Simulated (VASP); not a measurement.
# HfB2 (P6/mmm) in VASP: notebook

The runs below take HfB2 through single point, with PBEsol.

All numbers are computed with VASP 6.6.1; they aren't measurements. Logs are shortened: lines on timing, memory, paths and dates and some standing lists are left out, and cuts for length are marked.

### Step 1. The cell of the first run

Symmetry: P6/mmm, No. 191, hexagonal system. Conventional cell: a = 3.078 Å, b = 3.078 Å, c = 3.378 Å, α = 90.00°, β = 90.00°, γ = 120.00°. Within 3.2 Å of Hf (site symmetry 6/mmm) lie 12 B at 2.45 Å and 6 Hf at 3.08 Å. B (site symmetry -6m2) has 3 B at 1.78 Å and 6 Hf at 2.45 Å within 2.5 Å.

### Step 2. Single point, PBEsol

INCAR

```
SYSTEM = HfB2
PREC = Accurate ; ENCUT = 520
EDIFF = 1E-6 ; ISMEAR = -1
SIGMA = 0.08 ; LREAL = .False.
LASPH = .True. ; NELM = 100
ALGO = Normal ; ISIF = 2
LWAVE = .False. ; LCHARG = .False.
GGA = PS ; NBANDS = 15
```

KPOINTS

```
Automatic mesh
0
Gamma
  16 16 12
  0 0 0
```

POSCAR

```
HfB2
1.0
    3.0779693161      0.0000000000      0.0000000000
   -1.5389846580      2.6655996198      0.0000000000
    0.0000000000      0.0000000000      3.3778774702
Hf B
1 2
Direct
    0.0000000000      0.0000000000      0.0000000000
    0.3333333333      0.6666666667      0.5000000000
    0.6666666667      0.3333333333      0.5000000000
```

Potentials or basis: VASP PAW PBE potentials, release 64 (Hf_pv, B).

Started as:

```
cat potpaw_PBE.64/Hf_pv/POTCAR potpaw_PBE.64/B/POTCAR > POTCAR
mpirun -np 1 vasp_std > vasp.out
```

OUTCAR:

```text
SYSTEM = HfB2
   PREC = Accurate
   ENCUT = 520
   EDIFF = 1E-6
   ISMEAR = -1
   LREAL = .False.
   LASPH = .True.
   NELM = 100
   ISIF = 2
   GGA = PS

 ion  position               nearest neighbor table
   1  0.000  0.000  0.000-   2 2.45   3 2.45   2 2.45   3 2.45   2 2.45   2 2.45   3 2.45   3 2.45
                             3 2.45   3 2.45   2 2.45   2 2.45
   2  0.333  0.667  0.500-   3 1.78   3 1.78   3 1.78   1 2.45   1 2.45   1 2.45   1 2.45   1 2.45
                             1 2.45
   3  0.667  0.333  0.500-   2 1.78   2 1.78   2 1.78   1 2.45   1 2.45   1 2.45   1 2.45   1 2.45
                             1 2.45

  LATTYP: Found a hexagonal cell.
 ALAT       =     3.0779693161
 C/A-ratio  =     1.0974370188

  Lattice vectors:

 A1 = (   3.0779693161,   0.0000000000,   0.0000000000)
 A2 = (  -1.5389846580,   2.6655996198,   0.0000000000)
 A3 = (   0.0000000000,   0.0000000000,   3.3778774702)

Analysis of symmetry for initial positions (statically):
=====================================================================
 Subroutine PRICEL returns:
 Original cell was already a primitive cell.

 Routine SETGRP: Setting up the symmetry group for a
 hexagonal supercell.

 Subroutine GETGRP returns: Found 24 space group operations
 (whereof 24 operations were pure point group operations)
 out of a pool of 24 trial point group operations.

The static configuration has the point symmetry D_6h.

Analysis of symmetry for dynamics (positions and initial velocities):
=====================================================================
 Subroutine PRICEL returns:
 Original cell was already a primitive cell.

 Routine SETGRP: Setting up the symmetry group for a
 hexagonal supercell.

 Subroutine GETGRP returns: Found 24 space group operations
 (whereof 24 operations were pure point group operations)
 out of a pool of 24 trial point group operations.

The dynamic configuration has the point symmetry D_6h.

 Subroutine INISYM returns: Found 24 space group operations
 (whereof 24 operations are pure point group operations),
 and found     1 'primitive' translations

----------------------------------------------------------------------------------------

                                     Primitive cell

  volume of cell :      27.7142

  direct lattice vectors                    reciprocal lattice vectors
     3.077969316  0.000000000  0.000000000     0.324889529  0.187575057  0.000000000
    -1.538984658  2.665599620  0.000000000     0.000000000  0.375150114  0.000000000
     0.000000000  0.000000000  3.377877470     0.000000000  0.000000000  0.296043894

  length of vectors
     3.077969316  3.077969316  3.377877470     0.375150114  0.375150114  0.296043894

  position of ions in fractional coordinates (direct lattice)
     0.000000000  0.000000000  0.000000000
     0.333333333  0.666666667  0.500000000
     0.666666667  0.333333333  0.500000000

  ion indices of the primitive-cell ions
   primitive index   ion index
                 1           1
                 2           2
                 3           3

----------------------------------------------------------------------------------------

 KPOINTS: Automatic mesh

Automatic generation of k-mesh.
 Grid dimensions read from file:
 generate k-points for:   16   16   12

 Generating k-lattice:

  Cartesian coordinates                     Fractional coordinates (reciprocal lattice)
     0.020305596  0.011723441  0.000000000     0.062500000  0.000000000  0.000000000
     0.000000000  0.023446882  0.000000000     0.000000000  0.062500000  0.000000000
     0.000000000  0.000000000  0.024670325     0.000000000  0.000000000  0.083333333

  Length of vectors
     0.023446882  0.023446882  0.024670325

  Shift w.r.t. Gamma in fractional coordinates (k-lattice)
     0.000000000  0.000000000  0.000000000

 Subroutine IBZKPT returns following result:
 ===========================================

 Found    210 irreducible k-points:

 Following reciprocal coordinates:
            Coordinates               Weight
  0.000000  0.000000  0.000000      1.000000
  0.062500 -0.000000  0.000000      6.000000
  0.125000 -0.000000  0.000000      6.000000
  0.187500 -0.000000  0.000000      6.000000
  0.250000 -0.000000  0.000000      6.000000
  0.312500  0.000000  0.000000      6.000000
[... 16 lines left out ...]
  0.187500  0.187500  0.000000      6.000000
  0.250000  0.187500  0.000000     12.000000
 [... further k-points ...]
   k-points           NKPTS =    210   k-points in BZ     NKDIM =    210   number of bands    NBANDS=     15
   number of dos      NEDOS =    301   number of ions     NIONS =      3
   total plane-waves  NPLWV =  16128
   dimension x,y,z NGX =    24 NGY =   24 NGZ =   28
   dimension x,y,z NGXF=    48 NGYF=   48 NGZF=   56
   ions per type =               1   2
   NGX,Y,Z   is equivalent  to a cutoff of  12.96, 12.96, 13.78 a.u.
   NGXF,Y,Z  is equivalent  to a cutoff of  25.93, 25.93, 27.56 a.u.
 SYSTEM =  HfB2
   PREC   = accura    normal or accurate (medium, high low for compatibility)
   ISTART =      0    job   : 0-new  1-cont  2-samecut
   ICHARG =      2    charge: 1-file 2-atom 10-const
   ISPIN  =      1    spin polarized calculation?
   LNONCOLLINEAR =      F non collinear calculations
   LSORBIT =      F    spin-orbit coupling
   LASPH  =      T    aspherical Exc in radial PAW
   ENCUT  =  520.0 eV  38.22 Ry    6.18 a.u.   5.72  5.72  6.28*2*pi/ulx,y,z
   NELM   =    100;   NELMIN=  2; NELMDL= -5     # of ELM steps
   EDIFF  = 0.1E-05   stopping-criterion for ELM
   LREAL  =      F    real-space projection
   EDIFFG = 0.1E-04   stopping-criterion for IOM
   NSW    =      0    number of steps for IOM
   IBRION =     -1    ionic relax: 0-MD 1-quasi-New 2-CG
   NFREE  =      0    steps in history (QN), initial steepest desc. (CG)
   ISIF   =      2    stress and relaxation
   ISYM   =      2    0-nonsym 1-usesym 2-fastsym
   POTIM  = 0.5000    time-step for ionic-motion
   TEBEG  =    0.0;   TEEND  =   0.0 temperature during run
   PSTRESS=    0.0 pullay stress
   NELECT =      16.0000    total number of electrons
   NUPDOWN=      -1.0000    fix difference up-down
   EMIN   =  10.00;   EMAX   =-10.00  energy-range for DOS
   EFERMI =   0.00;   METHOD = LEGACY
   ISMEAR =    -1;   SIGMA  =   0.08  broadening in eV -4-tet -1-fermi 0-gaus
   EFERMI_NEDOS =   21; number of points for ismear=-14 and -15
   IALGO  =     38    algorithm
   IMIX   =      4    mixing-type and parameters
     AMIX     =   0.40;   BMIX     =  1.00
     AMIX_MAG =   1.60;   BMIX_MAG =  1.00
  volume/ion in A,a.u.               =       9.24        62.34
  Fermi-wavevector in a.u.,A,eV,Ry     =   1.363161  2.576001 25.282451  1.858208
  Thomas-Fermi vector in A             =   2.489588
   LORBIT       =      0    0 simple, 1 ext, 2 COOP (PROOUT), +10 PAW based schemes
   GGA     = PS    functional components
   LHFCALC =     F    Hartree Fock is set to
   AEXX    =    0.0000 exact exchange contribution
   IVDW    =     0    specifies the selected vdW correction
   LEPSILON=     F    determine dielectric tensor
   LRPA    =     F    only Hartree local field effects (RPA)
 non-spin polarized calculation
  energy-cutoff  :      520.00
  volume of cell :       27.71
 maximum number of plane-waves:       764
 NGX is ok and might be reduce to    24
   NGX = 11   NGY = 11   NGZ = 13

 number of electron      16.0000001 magnetization

 Free energy of the ion-electron system (eV)
  ---------------------------------------------------
  ext. energy  EPLUGINS =         0.00000000
  ---------------------------------------------------
  free energy    TOTEN  =       -27.80047173 eV

  energy without entropy =      -27.79541578  energy(sigma->0) =      -27.79794376

 E-fermi :   8.1371     XC(G=0): -13.0120

 val. band max:        8.1170443574   @ k =   0.0625   0.0625   0.5000
 cond. band min:       8.1448159792   @ k =   0.1875   0.1875   0.0833
 fundamental gap:      0.0277716218
 Fermi energy:         8.1370909291

 k-point     1 :       0.0000    0.0000    0.0000
  band No.  band energies     occupation
      1     -22.2340      2.00000
      2     -21.6485      2.00000
      3     -21.6485      2.00000
      4      -6.0034      2.00000
      5       4.9284      2.00000
      6       4.9957      2.00000
      7       4.9957      2.00000
      8       5.4828      2.00000
      9      12.4545      0.00000
     10      12.4545      0.00000
     11      13.2511      0.00000
     12      13.2511      0.00000
     13      13.3441      0.00000
     14      13.3441      0.00000
     15      13.5378      0.00000

 k-point     2 :       0.0625   -0.0000    0.0000
  band No.  band energies     occupation
      1     -22.2276      2.00000
      2     -21.6881      2.00000
      3     -21.6571      2.00000
      4      -5.9118      2.00000
      5       4.7534      2.00000
      6       4.9998      2.00000
      7       5.0186      2.00000
      8       5.3886      2.00000
      9      12.2884      0.00000
     10      12.3880      0.00000
     11      12.5778      0.00000
     12      12.5859      0.00000
     13      13.7735      0.00000
     14      14.2329      0.00000
     15      14.2710      0.00000

 k-point     3 :       0.1250   -0.0000    0.0000
  band No.  band energies     occupation
      1     -22.2092      2.00000
      2     -21.7992      2.00000
      3     -21.6815      2.00000
      4      -5.6439      2.00000
      5       4.1249      2.00000
      6       5.0004      2.00000
      7       5.1417      2.00000
      8       5.2583      2.00000
      9      11.3066      0.00000
     10      12.1586      0.00000
     11      12.2060      0.00000
     12      12.8290      0.00000
     13      14.3674      0.00000
     14      15.0886      0.00000
     15      15.4549      0.00000
[... 343 lines left out ...]
 k-point    23 :       0.1875    0.1875    0.0000
  band No.  band energies     occupation
      1     -22.2975      2.00000
      2     -22.1081      2.00000
      3     -21.8871      2.00000
      4      -3.8323      2.00000
      5       1.7399      2.00000
      6       3.2874      2.00000
      7       4.3120      2.00000
      8       7.0789      2.00000
      9       9.1589      0.00001
     10       9.5943      0.00000
     11      13.5881      0.00000
     12      15.3477      0.00000
     13      15.7267      0.00000
     14      15.8140      0.00000
     15      18.2485      0.00000

 k-point    24 :       0.2500    0.1875    0.0000
  band No.  band energies     occupation
      1     -22.3945      2.00000
      2     -22.0821      2.00000
      3     -21.9632      2.00000
      4      -3.1358      2.00000
      5       1.0961      2.00000
      6       2.6560      2.00000
      7       4.2571      2.00000
      8       7.5808      1.99809
      9       8.2848      0.27269
     10       9.5938      0.00000
     11      14.6388      0.00000
     12      15.4159      0.00000
     13      15.7473      0.00000
     14      16.8936      0.00000
     15      18.9392      0.00000

 [... further k-points ...]
[... 5 lines left out ...]
  --------------------------------------------------------------------------------------
  -------------------------------------------------------------------------------------
  Total        2.5990236      2.5990236      2.6967403      0.0000000      0.0000000      0.0000000
  in kB      150.2511169    150.2511169    155.9001806      0.0000000      0.0000000      0.0000000
  external PRESSURE =     152.1341381 kB  Pullay stress =       0.0000000 kB

 VOLUME and BASIS-vectors are now :
 -----------------------------------------------------------------------------
  energy-cutoff  :      520.00
  volume of cell :       27.71
      direct lattice vectors                 reciprocal lattice vectors
     3.077969316  0.000000000  0.000000000     0.324889529  0.187575057  0.000000000
    -1.538984658  2.665599620  0.000000000     0.000000000  0.375150114  0.000000000
     0.000000000  0.000000000  3.377877470     0.000000000  0.000000000  0.296043894

 POSITION                                       TOTAL-FORCE (eV/Angst)
 -----------------------------------------------------------------------------------
      0.00000      0.00000      0.00000         0.000000      0.000000      0.000000
     -0.00000      1.77707      1.68894        -0.000000      0.000000     -0.000000
      1.53898      0.88853      1.68894         0.000000     -0.000000      0.000000
 -----------------------------------------------------------------------------------
    total drift:                               -0.000000      0.000000      0.000000

  FREE ENERGIE OF THE ION-ELECTRON SYSTEM (eV)
  ---------------------------------------------------
  free  energy   TOTEN  =       -27.8004717281 eV

  energy  without entropy=      -27.7954157823  energy(sigma->0) =      -27.79794376
```

It took 100 s on 1 thread of Intel Xeon 8259CL, shared host; peak memory 0.21 GiB.

Results:

```
Free energy            : -27.8005 eV
Pressure               : 15.2 GPa
Band gap on the k mesh : zero (bands 8 and 9 overlap by 1.22 eV)
```

Levels at points of the mesh, in eV from the Fermi level:
```csv
k point,band 4,band 5,band 6,band 7,band 8,band 9,band 10,band 11,band 12,band 13
"(0.00, 0.00, 0.00)",-14.14,-3.21,-3.14,-3.14,-2.65,4.32,4.32,5.11,5.11,5.21
"(0.50, 0.00, 0.00)",-10.16,-9.06,-4.35,-3.54,-3.15,2.31,2.90,6.10,6.11,6.81
"(0.00, 0.00, 0.50)",-11.33,-8.66,-1.26,-1.26,0.18,0.18,1.00,1.00,2.56,5.20
"(0.50, 0.00, 0.50)",-10.69,-7.55,-5.30,-5.01,-2.54,4.36,4.66,6.74,8.03,8.05
```

Caveat: the cell stands under pressure; the PAW data sets were made with another functional, which shifts forces and pressure a little; spin-orbit coupling is left out, which moves the levels of the heavy elements.

(Continued in part 2 of 2.)

The gap in the log of VASP goes by the Fermi energy; the results here count the filled bands.